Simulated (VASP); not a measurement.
# Ir (Fm-3m) in VASP: further runs

Ir is run at these levels: PBE; tasks: single point.

All numbers are computed with VASP 6.6.1; they aren't measurements. Logs are shortened: lines on timing, memory, paths and dates and some standing lists are left out, and cuts for length are marked.

### 1 The cell of the first run

Symmetry: Fm-3m, No. 225, cubic system. Conventional cell: a = 3.831 Å, b = 3.831 Å, c = 3.831 Å, α = 90.00°, β = 90.00°, γ = 90.00°. Within 3.6 Å of Ir (site symmetry m-3m) lie 12 Ir at 2.71 Å.

### 2 Single point, PBE

Input file INCAR:

```
  PREC = Accurate
  ENCUT = 520
  EDIFF = 1E-7
  ISMEAR = -1
  SIGMA = 0.15
  LREAL = False
  LASPH = True
  NELM = 80
  ALGO = Normal
  ISIF = 2
  LWAVE = False
  LCHARG = False
  GGA = PE
  NBANDS = 10
```

Input file KPOINTS:

```
regular mesh
0
Gamma
  6 6 6
```

Input file POSCAR:

```
Ir
1.0
    0.0000000000      1.9156000000      1.9156000000
    1.9156000000      0.0000000000      1.9156000000
    1.9156000000      1.9156000000      0.0000000000
Ir
1
Direct
    0.0000000000      0.0000000000      0.0000000000
```

Potentials or basis: VASP PAW PBE potentials, release 64 (Ir).

Started as:

```console
$ cat potpaw_PBE.64/Ir/POTCAR > POTCAR
$ mpirun -np 1 vasp_std > vasp.out
```

OUTCAR:

```text
PREC = Accurate
   ENCUT = 520
   EDIFF = 1E-7
   ISMEAR = -1
   LREAL = False
   LASPH = True
   NELM = 80
   ISIF = 2
   GGA = PE

 ion  position               nearest neighbor table
   1  0.000  0.000  0.000-

  LATTYP: Found a face centered cubic cell.
 ALAT       =     3.8312000000

  Lattice vectors:

 A1 = (   0.0000000000,   1.9156000000,   1.9156000000)
 A2 = (   1.9156000000,   0.0000000000,   1.9156000000)
 A3 = (   1.9156000000,   1.9156000000,   0.0000000000)

Analysis of symmetry for initial positions (statically):
=====================================================================
 Subroutine PRICEL returns:
 Original cell was already a primitive cell.

 Routine SETGRP: Setting up the symmetry group for a
 face centered cubic supercell.

 Subroutine GETGRP returns: Found 48 space group operations
 (whereof 48 operations were pure point group operations)
 out of a pool of 48 trial point group operations.

The static configuration has the point symmetry O_h .

Analysis of symmetry for dynamics (positions and initial velocities):
=====================================================================
 Subroutine PRICEL returns:
 Original cell was already a primitive cell.

 Routine SETGRP: Setting up the symmetry group for a
 face centered cubic supercell.

 Subroutine GETGRP returns: Found 48 space group operations
 (whereof 48 operations were pure point group operations)
 out of a pool of 48 trial point group operations.

The dynamic configuration has the point symmetry O_h .

 Subroutine INISYM returns: Found 48 space group operations
 (whereof 48 operations are pure point group operations),
 and found     1 'primitive' translations

----------------------------------------------------------------------------------------

                                     Primitive cell

  volume of cell :      14.0587

  direct lattice vectors                    reciprocal lattice vectors
     0.000000000  1.915600000  1.915600000    -0.261014826  0.261014826  0.261014826
     1.915600000  0.000000000  1.915600000     0.261014826 -0.261014826  0.261014826
     1.915600000  1.915600000  0.000000000     0.261014826  0.261014826 -0.261014826

  length of vectors
     2.709067500  2.709067500  2.709067500     0.452090940  0.452090940  0.452090940

  position of ions in fractional coordinates (direct lattice)
     0.000000000  0.000000000  0.000000000

  ion indices of the primitive-cell ions
   primitive index   ion index
                 1           1

----------------------------------------------------------------------------------------

 KPOINTS: regular mesh

Automatic generation of k-mesh.
 Grid dimensions read from file:
 generate k-points for:    6    6    6

 Generating k-lattice:

  Cartesian coordinates                     Fractional coordinates (reciprocal lattice)
    -0.043502471  0.043502471  0.043502471     0.166666667  0.000000000  0.000000000
     0.043502471 -0.043502471  0.043502471     0.000000000  0.166666667  0.000000000
     0.043502471  0.043502471 -0.043502471     0.000000000  0.000000000  0.166666667

  Length of vectors
     0.075348490  0.075348490  0.075348490

  Shift w.r.t. Gamma in fractional coordinates (k-lattice)
     0.000000000  0.000000000  0.000000000

 Subroutine IBZKPT returns following result:
 ===========================================

 Found     16 irreducible k-points:

 Following reciprocal coordinates:
            Coordinates               Weight
  0.000000  0.000000  0.000000      1.000000
  0.166667  0.000000  0.000000      8.000000
  0.333333  0.000000  0.000000      8.000000
  0.500000  0.000000  0.000000      4.000000
  0.166667  0.166667  0.000000      6.000000
  0.333333  0.166667  0.000000     24.000000
[... 8 lines left out ...]
 -0.333333  0.333333  0.166667     24.000000
 -0.333333  0.500000  0.166667     12.000000
   k-points           NKPTS =     16   k-points in BZ     NKDIM =     16   number of bands    NBANDS=     10
   number of dos      NEDOS =    301   number of ions     NIONS =      1
   total plane-waves  NPLWV =   8000
   dimension x,y,z NGX =    20 NGY =   20 NGZ =   20
   dimension x,y,z NGXF=    40 NGYF=   40 NGZF=   40
   ions per type =               1
   NGX,Y,Z   is equivalent  to a cutoff of  12.27, 12.27, 12.27 a.u.
   NGXF,Y,Z  is equivalent  to a cutoff of  24.55, 24.55, 24.55 a.u.
 SYSTEM =  unknown system
   PREC   = accura    normal or accurate (medium, high low for compatibility)
   ISTART =      0    job   : 0-new  1-cont  2-samecut
   ICHARG =      2    charge: 1-file 2-atom 10-const
   ISPIN  =      1    spin polarized calculation?
   LNONCOLLINEAR =      F non collinear calculations
   LSORBIT =      F    spin-orbit coupling
   LASPH  =      T    aspherical Exc in radial PAW
   ENCUT  =  520.0 eV  38.22 Ry    6.18 a.u.   5.04  5.04  5.04*2*pi/ulx,y,z
   NELM   =     80;   NELMIN=  2; NELMDL= -5     # of ELM steps
   EDIFF  = 0.1E-06   stopping-criterion for ELM
   LREAL  =      F    real-space projection
   EDIFFG = 0.1E-05   stopping-criterion for IOM
   NSW    =      0    number of steps for IOM
   IBRION =     -1    ionic relax: 0-MD 1-quasi-New 2-CG
   NFREE  =      0    steps in history (QN), initial steepest desc. (CG)
   ISIF   =      2    stress and relaxation
   ISYM   =      2    0-nonsym 1-usesym 2-fastsym
   POTIM  = 0.5000    time-step for ionic-motion
   TEBEG  =    0.0;   TEEND  =   0.0 temperature during run
   PSTRESS=    0.0 pullay stress
   NELECT =       9.0000    total number of electrons
   NUPDOWN=      -1.0000    fix difference up-down
   EMIN   =  10.00;   EMAX   =-10.00  energy-range for DOS
   EFERMI =   0.00;   METHOD = LEGACY
   ISMEAR =    -1;   SIGMA  =   0.15  broadening in eV -4-tet -1-fermi 0-gaus
   EFERMI_NEDOS =   21; number of points for ismear=-14 and -15
   IALGO  =     38    algorithm
   IMIX   =      4    mixing-type and parameters
     AMIX     =   0.40;   BMIX     =  1.00
     AMIX_MAG =   1.60;   BMIX_MAG =  1.00
  volume/ion in A,a.u.               =      14.06        94.87
  Fermi-wavevector in a.u.,A,eV,Ry     =   1.410937  2.666284 27.085691  1.990742
  Thomas-Fermi vector in A             =   2.532839
   LORBIT       =      0    0 simple, 1 ext, 2 COOP (PROOUT), +10 PAW based schemes
   GGA     = PE    functional components
   LHFCALC =     F    Hartree Fock is set to
   AEXX    =    0.0000 exact exchange contribution
   IVDW    =     0    specifies the selected vdW correction
   LEPSILON=     F    determine dielectric tensor
   LRPA    =     F    only Hartree local field effects (RPA)
 non-spin polarized calculation
  energy-cutoff  :      520.00
  volume of cell :       14.06
 maximum number of plane-waves:       388
   NGX =  9   NGY =  9   NGZ =  9

 number of electron       9.0000000 magnetization

 Free energy of the ion-electron system (eV)
  ---------------------------------------------------
  ext. energy  EPLUGINS =         0.00000000
  ---------------------------------------------------
  free energy    TOTEN  =        -8.81444923 eV

  energy without entropy =       -8.72314648  energy(sigma->0) =       -8.76879785

 E-fermi :  10.2089     XC(G=0): -14.0298

 val. band max:        9.9955616100   @ k =   0.5000   0.3333   0.1667
 cond. band min:      10.2744827492   @ k =   0.3333   0.0000   0.0000
 fundamental gap:      0.2789211393
 Fermi energy:        10.2088754199

 k-point     1 :       0.0000    0.0000    0.0000
  band No.  band energies     occupation
      1      -0.6704      2.00000
      2       6.5857      2.00000
      3       6.5857      2.00000
      4       6.5857      2.00000
      5       9.2925      1.99557
      6       9.2925      1.99557
      7      24.8383      0.00000
      8      30.4497      0.00000
      9      30.4497      0.00000
     10      30.4497      0.00000

 k-point     2 :       0.1667    0.0000    0.0000
  band No.  band energies     occupation
      1       0.4836      2.00000
      2       6.1033      2.00000
      3       6.9823      2.00000
      4       6.9823      2.00000
      5       9.1338      1.99846
      6       9.1338      1.99846
      7      26.4327      0.00000
      8      26.8835      0.00000
      9      32.3810      0.00000
     10      32.3810      0.00000

 k-point     3 :       0.3333    0.0000    0.0000
  band No.  band energies     occupation
      1       2.2181      2.00000
      2       6.8023      2.00000
      3       6.8023      2.00000
      4       6.9813      2.00000
      5      10.2745      0.78473
      6      10.2745      0.78473
      7      21.8402      0.00000
      8      26.0455      0.00000
      9      33.1974      0.00000
     10      33.1974      0.00000

 k-point     4 :       0.5000    0.0000    0.0000
  band No.  band energies     occupation
      1       2.3479      2.00000
      2       6.4749      2.00000
      3       6.4749      2.00000
      4       9.7378      1.91705
      5      11.4101      0.00067
      6      11.4101      0.00067
      7      17.8395      0.00000
      8      24.3753      0.00000
      9      30.3637      0.00000
     10      30.3637      0.00000
[... 118 lines left out ...]
 k-point    14 :       0.5000    0.3333    0.1667
  band No.  band energies     occupation
      1       4.1774      2.00000
      2       4.6858      2.00000
      3       5.8373      2.00000
      4       9.2401      1.99687
      5       9.9956      1.61133
      6      13.4819      0.00000
      7      22.1099      0.00000
      8      24.4791      0.00000
      9      27.2576      0.00000
     10      33.5765      0.00000

 k-point    15 :      -0.3333    0.3333    0.1667
  band No.  band energies     occupation
      1       4.6405      2.00000
      2       4.6755      2.00000
      3       6.1700      2.00000
      4       8.5908      1.99996
      5      11.1513      0.00373
      6      17.2178      0.00000
      7      17.4086      0.00000
      8      24.0307      0.00000
      9      25.6501      0.00000
     10      32.1086      0.00000

 k-point    16 :      -0.3333    0.5000    0.1667
  band No.  band energies     occupation
      1       3.6320      2.00000
      2       4.2311      2.00000
      3       7.4134      2.00000
      4       9.4966      1.98282
      5      12.0031      0.00001
      6      17.3547      0.00000
      7      19.0518      0.00000
      8      21.2330      0.00000
      9      23.7686      0.00000
     10      35.3169      0.00000

------------------------ aborting loop because EDIFF is reached ----------------------------------------

  FORCE on cell =-STRESS in cart. coord.  units (eV):
  Direction    XX          YY          ZZ          XY          YZ          ZX
  --------------------------------------------------------------------------------------
  -------------------------------------------------------------------------------------
  Total        1.2188324      1.2188324      1.2188324      0.0000000      0.0000000      0.0000000
  in kB      138.9025078    138.9025078    138.9025078      0.0000000      0.0000000      0.0000000
  external PRESSURE =     138.9025078 kB  Pullay stress =       0.0000000 kB

 VOLUME and BASIS-vectors are now :
 -----------------------------------------------------------------------------
  energy-cutoff  :      520.00
  volume of cell :       14.06
      direct lattice vectors                 reciprocal lattice vectors
     0.000000000  1.915600000  1.915600000    -0.261014826  0.261014826  0.261014826
     1.915600000  0.000000000  1.915600000     0.261014826 -0.261014826  0.261014826
     1.915600000  1.915600000  0.000000000     0.261014826  0.261014826 -0.261014826

 POSITION                                       TOTAL-FORCE (eV/Angst)
 -----------------------------------------------------------------------------------
      0.00000      0.00000      0.00000         0.000000      0.000000      0.000000
 -----------------------------------------------------------------------------------
    total drift:                                0.000000      0.000000      0.000000

  FREE ENERGIE OF THE ION-ELECTRON SYSTEM (eV)
  ---------------------------------------------------
  free  energy   TOTEN  =        -8.8144492277 eV

  energy  without entropy=       -8.7231464772  energy(sigma->0) =       -8.76879785
```

Wall time 3.4 s (1 thread of Intel Xeon Platinum 8259CL at 2.50GHz (Skylake/Cascade Lake), shared host); peak memory 0.12 GiB.

Results:

```yaml
Free_energy: -8.8144 eV
Pressure: 13.9 GPa
```

Levels at points of the mesh, in eV from the Fermi level:
| k point | band 1 | band 2 | band 3 | band 4 | band 5 | band 6 | band 7 | band 8 |
| --- | --- | --- | --- | --- | --- | --- | --- | --- |
| (0.00, 0.00, 0.00) | -10.88 | -3.62 | -3.62 | -3.62 | -0.92 | -0.92 | 14.63 | 20.24 |
| (0.50, 0.00, 0.00) | -7.86 | -3.73 | -3.73 | -0.47 | 1.20 | 1.20 | 7.63 | 14.17 |
| (0.50, 0.50, 0.00) | -7.69 | -7.11 | 1.16 | 1.79 | 1.79 | 2.01 | 10.90 | 12.05 |

Caveat: the k points lie up to 0.47 Å⁻¹ apart; spin-orbit coupling is left out, which moves the levels of the heavy elements.

[end of part 1 of 2]
